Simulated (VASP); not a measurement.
SnSe, 8 atoms in the cell. The cell holds a slab with vacuum, 8 atoms: a = 4.190 Å, b = 4.190 Å, c = 21.959 Å, α = 90.00°, β = 90.00°, γ = 90.00°.  This cell differs from its parent crystal: atoms displaced along a vibrational mode.

| Item | Value |
| --- | --- |
| Program | VASP 6.6.1 |
| Task | single point |
| Functional | LDA |
| Potentials or basis | VASP PAW LDA potentials, release 64 (Sn_d, Se) |
| Cutoff | 520 eV |
| k mesh | 6 × 6 × 2 |
| Occupations | gaussian, width 0.05 eV |
| Spin | no spin polarisation |
| Dipole correction | no |
| Further INCAR settings | ALGO = Normal; EDIFF = 1e-06; NBANDS = 50 |

Potentials or basis: VASP PAW LDA potentials, release 64 (Sn_d, Se).

The run is started by

```bash
$ cat potpaw_LDA.64/Sn_d/POTCAR potpaw_LDA.64/Se/POTCAR > POTCAR
$ mpirun -np 1 vasp_std > vasp.out
```

Hardware: 1 thread of Oxide Virtual Turin-like Processor, with other jobs on the host.

Problem. Estimate the wall time of this run.

Solution. Wall time 13 min on 1 thread of Oxide Virtual Turin-like Processor (shared host), peak memory 0.47 GiB. Counts: scf iterations 19, k points 20.
